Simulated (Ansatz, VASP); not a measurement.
**Zn3S2O in VASP and in Ansatz**

```
Zn S O
1.0
    -1.84371    1.84371    7.57981
     1.84371   -1.84371    7.57981
     1.84371    1.84371   -7.57981
Zn S O
3 2 1
Direct
  0.68669 0.68669 0.00000
  0.31331 0.31331 0.00000
  0.00000 0.00000 0.00000
  0.40650 0.90650 0.50000
  0.09350 0.59350 0.50000
  0.75000 0.25000 0.50000
```

Alike in both runs: functional PBE; k mesh 10 × 10 × 10; occupations gaussian, width 0.02 eV; no spin polarisation.

Ansatz relaxed the structure, and its values are those at the end. VASP's run is a single point on that final structure, the one shown.

|  | VASP | Ansatz |
| --- | --- | --- |
| version | VASP 6.6.1 | Ansatz 0.2.0 |
| potentials or method | VASP PAW PBE potentials, release 64 (Zn, S, O), cutoff 520 eV | scalar-relativistic, plane waves, PAW |
| valence electrons in the cell | 54 | 54 |

|  | VASP | Ansatz | Ansatz less VASP |
| --- | --- | --- | --- |
| gap on the k mesh at the Fermi level (eV) | 1.11 | 1.11 | +0.003 |
| least direct gap on the mesh (eV) | 1.11 | 1.11 | +0.003 |
| pressure (GPa) | 0.2 | 0.0 | -0.21 |
| rms of the force components (eV/Å) | 0.006 | 0.001 | -0.0056 |

With one functional, cell and mesh, what is left measures potentials, basis and numerics.
